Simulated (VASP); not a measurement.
# AlIn2N3 (Cmc2_1) in VASP: a series of runs

The runs below take AlIn2N3 through single point, with PBE.

Everything below comes from runs of VASP 6.6.1. Logs are shortened: lines on timing, memory, paths and dates and some standing lists are left out, and cuts for length are marked.

## Step 1: The cell of the first run

The structure is orthorhombic, space group Cmc2_1 (No. 36). The conventional cell has a = 10.206 Å, b = 5.872 Å, c = 5.449 Å, α = 90.00°, β = 90.00°, γ = 90.00°. Within 2.5 Å of Al (site symmetry m) lie 4 N at 1.89 to 1.90 Å. Within 2.9 Å of In (site symmetry 1) lie 4 N at 2.16 to 2.18 Å. N (site symmetry 1) has 1 Al at 1.89 Å and 3 In at 2.16 to 2.18 Å within 2.5 Å. Within 2.5 Å of N (site symmetry m) lie 2 Al at 1.90 Å and 2 In at 2.17 Å.

## Step 2: Single point, PBE

Input file INCAR:

```
  ALGO = Normal
  EDIFF = 1E-6
  ENCUT = 520
  GGA = PE
  ISIF = 2
  ISMEAR = 0
  LASPH = True
  LCHARG = False
  LREAL = False
  LWAVE = False
  NBANDS = 56
  NELM = 60
  PREC = Accurate
  SIGMA = 0.02
```

Input file KPOINTS:

```
k-points
0
Gamma
  6 6 6
```

Input file POSCAR:

```
AlIn2N3
1.0
    5.1030119160     -2.9360028373      0.0000000000
    5.1030119160      2.9360028373      0.0000000000
    0.0000000000      0.0000000000      5.4490105556
Al In N
2 4 6
Direct
    0.3408745604      0.6591254396      0.9891935343
    0.6591254396      0.3408745604      0.4891935343
    0.9878418897      0.3357849931      0.9870293872
    0.6642150069      0.0121581103      0.9870293872
    0.0121581103      0.6642150069      0.4870293872
    0.3357849931      0.9878418897      0.4870293872
    0.9695550362      0.3326453002      0.3856770139
    0.6673546998      0.0304449638      0.3856770139
    0.0304449638      0.6673546998      0.8856770139
    0.3326453002      0.9695550362      0.8856770139
    0.3686279634      0.6313720366      0.3373936636
    0.6313720366      0.3686279634      0.8373936636
```

Potentials or basis: VASP PAW PBE potentials, release 64 (Al, In_d, N).

On the command line:

```sh
$ cat potpaw_PBE.64/Al/POTCAR potpaw_PBE.64/In_d/POTCAR potpaw_PBE.64/N/POTCAR > POTCAR
$ mpirun -np 1 vasp_std > vasp.out
```

OUTCAR:

```text
EDIFF = 1E-6
   ENCUT = 520
   GGA = PE
   ISIF = 2
   ISMEAR = 0
   LASPH = True
   LREAL = False
   NELM = 60
   PREC = Accurate

 ion  position               nearest neighbor table
   1  0.341  0.659  0.989-   9 1.89  10 1.89  12 1.90  11 1.90   3 3.29   4 3.29   2 3.30   2 3.30
                             5 3.32   6 3.32   6 3.34   5 3.34   3 3.44   4 3.44   4 3.45   3 3.45
   2  0.659  0.341  0.489-   7 1.89   8 1.89  11 1.90  12 1.90   6 3.29   5 3.29   1 3.30   1 3.30
                             3 3.32   4 3.32   4 3.34   3 3.34   5 3.44   6 3.44   6 3.45   5 3.45
   3  0.988  0.336  0.987-   9 2.16  10 2.16  12 2.17   7 2.18   1 3.29   4 3.30   2 3.32   2 3.34
                             5 3.39   5 3.39   6 3.41   6 3.41   4 3.44   4 3.44   1 3.44   1 3.45
   4  0.664  0.012  0.987-  10 2.16   9 2.16  12 2.17   8 2.18   1 3.29   3 3.30   2 3.32   2 3.34
                             6 3.39   6 3.39   5 3.41   5 3.41   3 3.44   3 3.44   1 3.44   1 3.45
   5  0.012  0.664  0.487-   7 2.16   8 2.16  11 2.17   9 2.18   2 3.29   6 3.30   1 3.32   1 3.34
                             3 3.39   3 3.39   4 3.41   4 3.41   6 3.44   6 3.44   2 3.44   2 3.45
   6  0.336  0.988  0.487-   8 2.16   7 2.16  11 2.17  10 2.18   2 3.29   5 3.30   1 3.32   1 3.34
                             4 3.39   4 3.39   3 3.41   3 3.41   5 3.44   5 3.44   2 3.44   2 3.45
   7  0.970  0.333  0.386-   2 1.89   5 2.16   6 2.16   3 2.18
   8  0.667  0.030  0.386-   2 1.89   6 2.16   5 2.16   4 2.18
   9  0.030  0.667  0.886-   1 1.89   3 2.16   4 2.16   5 2.18
  10  0.333  0.970  0.886-   1 1.89   4 2.16   3 2.16   6 2.18
  11  0.369  0.631  0.337-   2 1.90   1 1.90   5 2.17   6 2.17
  12  0.631  0.369  0.837-   1 1.90   2 1.90   3 2.17   4 2.17

  LATTYP: Found a base centered orthorhombic cell.
 ALAT       =     5.8720056746
 B/A-ratio  =     1.7380813980
 C/A-ratio  =     0.9279641161

  Lattice vectors:

 A1 = (  -5.1030119160,  -2.9360028373,   0.0000000000)
 A2 = (   5.1030119160,  -2.9360028373,   0.0000000000)
 A3 = (   0.0000000000,   0.0000000000,   5.4490105556)

Analysis of symmetry for initial positions (statically):
=====================================================================
 Subroutine PRICEL returns:
 Original cell was already a primitive cell.

 Routine SETGRP: Setting up the symmetry group for a
 base centered orthorhombic supercell.

 Subroutine GETGRP returns: Found  4 space group operations
 (whereof  2 operations were pure point group operations)
 out of a pool of  8 trial point group operations.

The static configuration has the point symmetry C_1h.
 The point group associated with its full space group is C_2v.

Analysis of symmetry for dynamics (positions and initial velocities):
=====================================================================
 Subroutine PRICEL returns:
 Original cell was already a primitive cell.

 Routine SETGRP: Setting up the symmetry group for a
 base centered orthorhombic supercell.

 Subroutine GETGRP returns: Found  4 space group operations
 (whereof  2 operations were pure point group operations)
 out of a pool of  8 trial point group operations.

The dynamic configuration has the point symmetry C_1h.
 The point group associated with its full space group is C_2v.

 Subroutine INISYM returns: Found  4 space group operations
 (whereof  2 operations are pure point group operations),
 and found     1 'primitive' translations

----------------------------------------------------------------------------------------

                                     Primitive cell

  volume of cell :     163.2791

  direct lattice vectors                    reciprocal lattice vectors
     5.103011916 -2.936002837  0.000000000     0.097981351 -0.170299563  0.000000000
     5.103011916  2.936002837  0.000000000     0.097981351  0.170299563  0.000000000
     0.000000000  0.000000000  5.449010556     0.000000000  0.000000000  0.183519556

  length of vectors
     5.887346030  5.887346030  5.449010556     0.196474645  0.196474645  0.183519556

  position of ions in fractional coordinates (direct lattice)
     0.340874560  0.659125440  0.989193534
     0.659125440  0.340874560  0.489193534
[... 25 lines left out ...]

----------------------------------------------------------------------------------------

 KPOINTS: k-points

Automatic generation of k-mesh.
 Grid dimensions read from file:
 generate k-points for:    6    6    6

 Generating k-lattice:

  Cartesian coordinates                     Fractional coordinates (reciprocal lattice)
     0.016330225 -0.028383260  0.000000000     0.166666667  0.000000000  0.000000000
     0.016330225  0.028383260  0.000000000     0.000000000  0.166666667  0.000000000
     0.000000000  0.000000000  0.030586593     0.000000000  0.000000000  0.166666667

  Length of vectors
     0.032745774  0.032745774  0.030586593

  Shift w.r.t. Gamma in fractional coordinates (k-lattice)
     0.000000000  0.000000000  0.000000000

 Subroutine IBZKPT returns following result:
 ===========================================

 Found     52 irreducible k-points:

 Following reciprocal coordinates:
            Coordinates               Weight
  0.000000  0.000000  0.000000      1.000000
  0.166667  0.000000  0.000000      4.000000
  0.333333 -0.000000  0.000000      4.000000
  0.500000  0.000000  0.000000      2.000000
  0.166667  0.166667  0.000000      2.000000
  0.333333  0.166667  0.000000      4.000000
[... 16 lines left out ...]
  0.333333  0.333333  0.166667      4.000000
  0.500000  0.333333  0.166667      8.000000
 [... further k-points ...]
   k-points           NKPTS =     52   k-points in BZ     NKDIM =     52   number of bands    NBANDS=     56
   number of dos      NEDOS =    301   number of ions     NIONS =     12
   total plane-waves  NPLWV =  96768
   dimension x,y,z NGX =    48 NGY =   48 NGZ =   42
   dimension x,y,z NGXF=    96 NGYF=   96 NGZF=   84
   ions per type =               2   4   6
   NGX,Y,Z   is equivalent  to a cutoff of  13.55, 13.55, 12.81 a.u.
   NGXF,Y,Z  is equivalent  to a cutoff of  27.11, 27.11, 25.63 a.u.
 SYSTEM =  unknown system
   PREC   = accura    normal or accurate (medium, high low for compatibility)
   ISTART =      0    job   : 0-new  1-cont  2-samecut
   ICHARG =      2    charge: 1-file 2-atom 10-const
   ISPIN  =      1    spin polarized calculation?
   LNONCOLLINEAR =      F non collinear calculations
   LSORBIT =      F    spin-orbit coupling
   LASPH  =      T    aspherical Exc in radial PAW
   ENCUT  =  520.0 eV  38.22 Ry    6.18 a.u.  10.95 10.95 10.13*2*pi/ulx,y,z
   NELM   =     60;   NELMIN=  2; NELMDL= -5     # of ELM steps
   EDIFF  = 0.1E-05   stopping-criterion for ELM
   LREAL  =      F    real-space projection
   EDIFFG = 0.1E-04   stopping-criterion for IOM
   NSW    =      0    number of steps for IOM
   IBRION =     -1    ionic relax: 0-MD 1-quasi-New 2-CG
   NFREE  =      0    steps in history (QN), initial steepest desc. (CG)
   ISIF   =      2    stress and relaxation
   ISYM   =      2    0-nonsym 1-usesym 2-fastsym
   POTIM  = 0.5000    time-step for ionic-motion
   TEBEG  =    0.0;   TEEND  =   0.0 temperature during run
   PSTRESS=    0.0 pullay stress
   NELECT =      88.0000    total number of electrons
   NUPDOWN=      -1.0000    fix difference up-down
   EMIN   =  10.00;   EMAX   =-10.00  energy-range for DOS
   EFERMI =   0.00;   METHOD = LEGACY
   ISMEAR =     0;   SIGMA  =   0.02  broadening in eV -4-tet -1-fermi 0-gaus
   EFERMI_NEDOS =   21; number of points for ismear=-14 and -15
   IALGO  =     38    algorithm
   IMIX   =      4    mixing-type and parameters
     AMIX     =   0.40;   BMIX     =  1.00
     AMIX_MAG =   1.60;   BMIX_MAG =  1.00
  volume/ion in A,a.u.               =      13.61        91.82
  Fermi-wavevector in a.u.,A,eV,Ry     =   1.332270  2.517625 24.149560  1.774943
  Thomas-Fermi vector in A             =   2.461217
   LORBIT       =      0    0 simple, 1 ext, 2 COOP (PROOUT), +10 PAW based schemes
   GGA     = PE    functional components
   LHFCALC =     F    Hartree Fock is set to
   AEXX    =    0.0000 exact exchange contribution
   IVDW    =     0    specifies the selected vdW correction
   LEPSILON=     F    determine dielectric tensor
   LRPA    =     F    only Hartree local field effects (RPA)
 non-spin polarized calculation
 Gauss-broadening in eV      SIGMA  =   0.02
  energy-cutoff  :      520.00
  volume of cell :      163.28
 maximum number of plane-waves:      4412
 NGX is ok and might be reduce to    48
   NGX = 21   NGY = 21   NGZ = 21

 number of electron      88.0000009 magnetization

 Free energy of the ion-electron system (eV)
  ---------------------------------------------------
  ext. energy  EPLUGINS =         0.00000000
  ---------------------------------------------------
  free energy    TOTEN  =       -72.35497638 eV

  energy without entropy =      -72.35497638  energy(sigma->0) =      -72.35497638

 E-fermi :   6.5100     XC(G=0): -10.8663

 val. band max:        6.4250168602   @ k =   0.0000   0.0000   0.0000
 cond. band min:       7.4195754421   @ k =   0.0000   0.0000   0.0000
 fundamental gap:      0.9945585819
 Fermi energy:         6.5099628348

 k-point     1 :       0.0000    0.0000    0.0000
  band No.  band energies     occupation
      1      -8.2282      2.00000
      2      -8.1197      2.00000
      3      -7.9250      2.00000
      4      -7.9171      2.00000
      5      -7.7514      2.00000
      6      -7.5805      2.00000
[... 1405 lines left out ...]
     55      14.8075      0.00000
     56      15.1226      0.00000

 [... further k-points ...]
[... 5 lines left out ...]
  --------------------------------------------------------------------------------------
  -------------------------------------------------------------------------------------
  Total        4.1453081      4.1617085      4.1455924      0.0000000      0.0000000      0.0000000
  in kB       40.6758561     40.8367845     40.6786451      0.0000000      0.0000000      0.0000000
  external PRESSURE =      40.7304286 kB  Pullay stress =       0.0000000 kB

 VOLUME and BASIS-vectors are now :
 -----------------------------------------------------------------------------
  energy-cutoff  :      520.00
  volume of cell :      163.28
      direct lattice vectors                 reciprocal lattice vectors
     5.103011916 -2.936002837  0.000000000     0.097981351 -0.170299563  0.000000000
     5.103011916  2.936002837  0.000000000     0.097981351  0.170299563  0.000000000
     0.000000000  0.000000000  5.449010556     0.000000000  0.000000000  0.183519556

 POSITION                                       TOTAL-FORCE (eV/Angst)
 -----------------------------------------------------------------------------------
      5.10301      0.93439      5.39013         0.000000     -0.000166      0.002747
      5.10301     -0.93439      2.66562         0.000000      0.000166      0.002747
      6.75448     -1.91444      5.37833        -0.000063     -0.000976     -0.003938
      3.45154     -1.91444      5.37833         0.000063     -0.000976     -0.003938
      3.45154      1.91444      2.65383         0.000063      0.000976     -0.003938
      6.75448      1.91444      2.65383        -0.000063      0.000976     -0.003938
      6.64514     -1.86997      2.10156        -0.027466      0.017320      0.014768
      3.56088     -1.86997      2.10156         0.027466      0.017320      0.014768
      3.56088      1.86997      4.82606         0.027466     -0.017320      0.014768
      6.64514      1.86997      4.82606        -0.027466     -0.017320      0.014768
      5.10301      0.77142      1.83846         0.000000     -0.028016     -0.024407
      5.10301     -0.77142      4.56297         0.000000      0.028016     -0.024407
 -----------------------------------------------------------------------------------
    total drift:                               -0.000000     -0.000000     -0.000350

  FREE ENERGIE OF THE ION-ELECTRON SYSTEM (eV)
  ---------------------------------------------------
  free  energy   TOTEN  =       -72.3549763801 eV

  energy  without entropy=      -72.3549763801  energy(sigma->0) =      -72.35497638
```

Run time: 8.6 min. Hardware: 1 thread of AMD EPYC 7R13 (Zen 3), shared host; peak memory 0.51 GiB.

Results:

```
Free energy            : -72.3550 eV
Pressure               : 4.1 GPa
Largest force          : 0.037 eV/Å
Band gap on the k mesh : 0.99 eV
```

Forces in eV/Å, atoms in the order of the input:
```
Al   0.000  0.000  0.003
Al   0.000  0.000  0.003
In   0.000 -0.001 -0.004
In   0.000 -0.001 -0.004
In   0.000  0.001 -0.004
In   0.000  0.001 -0.004
N   -0.027  0.017  0.015
N    0.027  0.017  0.015
N    0.027 -0.017  0.015
N   -0.027 -0.017  0.015
N    0.000 -0.028 -0.024
N    0.000  0.028 -0.024
```

Caveat: the cell stands under pressure; spin-orbit coupling is left out, which moves the levels of the heavy elements.

## Step 3: Single point, PBE

This run uses another cell than the first one, of 13.97 Å³/atom.

Input file INCAR:

```
ALGO = Normal
EDIFF = 1E-6
ENCUT = 520
GGA = PE
ISIF = 2
ISMEAR = 0
LASPH = True
LCHARG = True
LELF = True
LREAL = False
LVHAR = True
LWAVE = False
NBANDS = 56
NELM = 60
PREC = Accurate
SIGMA = 0.05
```

KPOINTS is that of step 2.

Input file POSCAR:

```
AlIn2N3
1.0
    5.1453312758     -2.9613842700      0.0000000000
    5.1453312758      2.9613842700      0.0000000000
    0.0000000000      0.0000000000      5.5002130714
Al In N
2 4 6
Direct
    0.3411420365      0.6588579635      0.9892213409
    0.6588579635      0.3411420365      0.4892213409
    0.9883762923      0.3354135962      0.9872496679
    0.6645864038      0.0116237077      0.9872496679
    0.0116237077      0.6645864038      0.4872496679
    0.3354135962      0.9883762923      0.4872496679
    0.9692138028      0.3329317556      0.3853874212
    0.6670682444      0.0307861972      0.3853874212
    0.0307861972      0.6670682444      0.8853874212
    0.3329317556      0.9692138028      0.8853874212
    0.3682931191      0.6317068809      0.3375044809
    0.6317068809      0.3682931191      0.8375044809
```

Potentials or basis: VASP PAW PBE potentials, release 64 (Al, In_d, N).

On the command line:

```sh
$ cat potpaw_PBE.64/Al/POTCAR potpaw_PBE.64/In_d/POTCAR potpaw_PBE.64/N/POTCAR > POTCAR
$ mpirun -np 1 vasp_std > vasp.out
```

Wall time 10 min (1 thread of AMD EPYC 7R43 (Zen 3), shared host); peak memory 0.51 GiB.

Results (log left out):

```
Free energy            : -72.4127 eV
Pressure               : 0.1 GPa
Largest force          : 0.035 eV/Å
Band gap on the k mesh : 0.88 eV
```

Forces on the atoms (eV/Å):
```
Al   0.000  0.001 -0.002
Al   0.000 -0.001 -0.002
In   0.000  0.000 -0.001
In   0.000  0.000 -0.001
In   0.000  0.000 -0.001
In   0.000  0.000 -0.001
N   -0.028  0.017  0.012
N    0.028  0.017  0.012
N    0.028 -0.017  0.012
N   -0.028 -0.017  0.012
N    0.000 -0.027 -0.019
N    0.000  0.027 -0.019
```

Levels at points of the mesh, in eV from the valence-band top:
```tsv
k point	band 40	band 41	band 42	band 43	band 44	band 45	band 46	band 47	band 48	band 49
(0.00, 0.00, 0.00)	-0.61	-0.59	-0.05	-0.01	0.00	0.88	3.43	4.97	5.33	5.91
(0.50, 0.00, 0.00)	-0.84	-0.74	-0.64	-0.60	-0.41	3.53	3.58	4.64	4.82	5.54
(0.50, 0.50, 0.00)	-0.95	-0.76	-0.72	-0.48	-0.37	3.52	3.62	4.22	5.23	5.29
(0.00, 0.00, 0.50)	-0.66	-0.32	-0.32	-0.23	-0.23	3.15	3.15	5.85	5.85	5.93
(0.50, 0.00, 0.50)	-1.18	-0.96	-0.96	-0.88	-0.88	3.91	3.91	4.44	4.44	5.11
(0.50, 0.50, 0.50)	-1.20	-1.00	-1.00	-0.71	-0.71	4.00	4.00	4.45	4.45	4.98
```

Caveat: spin-orbit coupling is left out, which moves the levels of the heavy elements.

## Step 4: Single point, PBE

This run uses another cell than the first one, of 13.35 Å³/atom.

Input file INCAR:

```
PREC     = Accurate       # precision mode
ENCUT    = 520            # plane-wave cutoff, eV
EDIFF    = 1E-7           # SCF threshold, eV
ISMEAR   = 0              # smearing method
SIGMA    = 0.02           # smearing width, eV
LREAL    = False          # projectors in reciprocal space
LASPH    = True           # aspherical terms in the spheres
NELM     = 60             # most SCF steps
ALGO     = Normal         # electronic algorithm
ISIF     = 2              # what is computed and relaxed
LWAVE    = False          # write WAVECAR
LCHARG   = False          # write CHGCAR
GGA      = PE             # functional
NBANDS   = 56             # bands
```

Input file KPOINTS:

```
regular mesh
0
Gamma
  6 6 6
```

Input file POSCAR:

```
AlIn2N3
1.0
    5.0681513077     -2.9169635059      0.0000000000
    5.0681513077      2.9169635059      0.0000000000
    0.0000000000      0.0000000000      5.4177098773
Al In N
2 4 6
Direct
    0.3406891258      0.6593108742      0.9891877879
    0.6593108742      0.3406891258      0.4891877879
    0.9874071606      0.3360504033      0.9871041193
    0.6639495967      0.0125928394      0.9871041193
    0.0125928394      0.6639495967      0.4871041193
    0.3360504033      0.9874071606      0.4871041193
    0.9699099191      0.3323569371      0.3857657678
    0.6676430629      0.0300900809      0.3857657678
    0.0300900809      0.6676430629      0.8857657678
    0.3323569371      0.9699099191      0.8857657678
    0.3689646566      0.6310353434      0.3370724377
    0.6310353434      0.3689646566      0.8370724377
```

On the command line:

```sh
$ cat potpaw_PBE.64/Al/POTCAR potpaw_PBE.64/In_d/POTCAR potpaw_PBE.64/N/POTCAR > POTCAR
$ mpirun -np 1 vasp_std > vasp.out
```

Wall time 16 min (1 thread of Intel Xeon Platinum 8259CL at 2.50GHz (Skylake/Cascade Lake), shared host); peak memory 0.52 GiB.

Results (log left out):

- Free energy: -72.2434 eV
- Pressure: 7.3 GPa
- Largest force: 0.041 eV/Å
- Band gap on the k mesh: 1.07 eV

Forces on the atoms (eV/Å):
```
Al   0.000  0.002  0.006
Al   0.000 -0.002  0.006
In   0.001 -0.002 -0.004
In  -0.001 -0.002 -0.004
In  -0.001  0.002 -0.004
In   0.001  0.002 -0.004
N   -0.029  0.017  0.015
N    0.029  0.017  0.015
N    0.029 -0.017  0.015
N   -0.029 -0.017  0.015
N    0.000 -0.030 -0.029
N    0.000  0.030 -0.029
```

Stress tensor (GPa, compression positive):
```
7.46 0.00 0.00
0.00 7.38 0.00
0.00 0.00 7.10
```

Levels at points of the mesh, in eV from the valence-band top:
| k point | band 40 | band 41 | band 42 | band 43 | band 44 | band 45 | band 46 | band 47 | band 48 | band 49 |
| --- | --- | --- | --- | --- | --- | --- | --- | --- | --- | --- |
| (0.00, 0.00, 0.00) | -0.63 | -0.62 | -0.06 | -0.02 | 0.00 | 1.07 | 3.68 | 5.03 | 5.37 | 6.24 |
| (0.50, 0.00, 0.00) | -0.89 | -0.79 | -0.67 | -0.65 | -0.44 | 3.73 | 3.79 | 4.87 | 5.03 | 5.63 |
| (0.50, 0.50, 0.00) | -1.00 | -0.81 | -0.76 | -0.52 | -0.39 | 3.72 | 3.83 | 4.46 | 5.41 | 5.47 |
| (0.00, 0.00, 0.50) | -0.70 | -0.34 | -0.34 | -0.24 | -0.24 | 3.36 | 3.36 | 6.11 | 6.11 | 6.14 |
| (0.50, 0.00, 0.50) | -1.24 | -1.01 | -1.01 | -0.93 | -0.93 | 4.09 | 4.09 | 4.61 | 4.61 | 5.30 |
| (0.50, 0.50, 0.50) | -1.27 | -1.05 | -1.05 | -0.75 | -0.75 | 4.14 | 4.14 | 4.68 | 4.68 | 5.15 |

Caveat: the cell stands under pressure; spin-orbit coupling is left out, which moves the levels of the heavy elements.

(Continued in part 2 of 2.)
